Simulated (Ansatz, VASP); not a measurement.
Ta3H8: VASP beside Ansatz

```
Ta H
1.0
     4.38958    0.00000    0.00000
     0.00000    4.38958    0.00000
     0.00000    0.00000    4.38958
Ta H
3 8
Direct
  0.50000 0.00000 0.00000
  0.00000 0.50000 0.00000
  0.00000 0.00000 0.50000
  0.73168 0.73168 0.73168
  0.26832 0.26832 0.73168
  0.26832 0.73168 0.26832
  0.73168 0.26832 0.26832
  0.73168 0.73168 0.26832
  0.26832 0.26832 0.26832
  0.73168 0.26832 0.73168
  0.26832 0.73168 0.73168
```

Alike in both runs: task relaxation of cell and atoms; functional PBE; k mesh 8 × 8 × 8; occupations gaussian, width 0.1 eV; no spin polarisation.

```csv
,VASP,Ansatz
version,VASP 6.6.1,Ansatz 0.2.0
potentials or method,"VASP PAW PBE potentials, release 64 (Ta_pv, H), cutoff 600 eV","scalar-relativistic, plane waves, PAW"
valence electrons in the cell,41,47
```

Ansatz gave:

* gap on the k mesh at the Fermi level, each at its own relaxed structure (eV): none
* relaxed volume (Å³/atom): 7.73
* relaxed cell length with the largest relative difference (Å): 4.398

What did VASP give for the same quantities?

gap on the k mesh at the Fermi level, each at its own relaxed structure (eV): none; relaxed volume (Å³/atom): 7.73; relaxed cell length with the largest relative difference (Å): 4.397.

A gap of «none» marks a metal or a gap that the smearing closes. VASP's potentials hold 41 valence electrons a cell and Ansatz's 47, so a difference there can come from the potentials and not from the codes.

Spin-orbit coupling is off throughout.
